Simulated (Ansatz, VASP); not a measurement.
One calculation of Si3Mo, two programs

```
CELL_PARAMETERS angstrom
-2.55918 2.55918 2.55918
2.55918 -2.55918 2.55918
2.55918 2.55918 -2.55918
ATOMIC_POSITIONS crystal
Si 0.00000 0.50000 0.50000
Si 0.50000 0.00000 0.50000
Si 0.50000 0.50000 0.00000
Mo 0.00000 0.00000 0.00000
```

Alike in both runs: functional PBE; k mesh 12 × 12 × 12; occupations gaussian, width 0.1 eV; collinear spin.

Ansatz relaxed the structure, and its values are those at the end. VASP's run is a single point on that final structure, the one shown.

|  | VASP | Ansatz |
| --- | --- | --- |
| version | VASP 6.6.1 | Ansatz 0.2.0 |
| potentials or method | VASP PAW PBE potentials, release 64 (Si, Mo_sv), cutoff 520 eV | scalar-relativistic, plane waves, PAW |
| valence electrons in the cell | 26 | 26 |

```tsv
	VASP	Ansatz	Ansatz less VASP
gap on the k mesh at the Fermi level (eV)	none	none	-
pressure (GPa)	0.0	0.0	-0.03
net moment per atom (μB)	0.17	0.17	0.000
size of the moment on the site where the two differ most (μB)	0.66	0.55	-0.110
```

Site moments also hang on the region over which each program counts them. A gap of «none» marks a metal or a gap that the smearing closes.
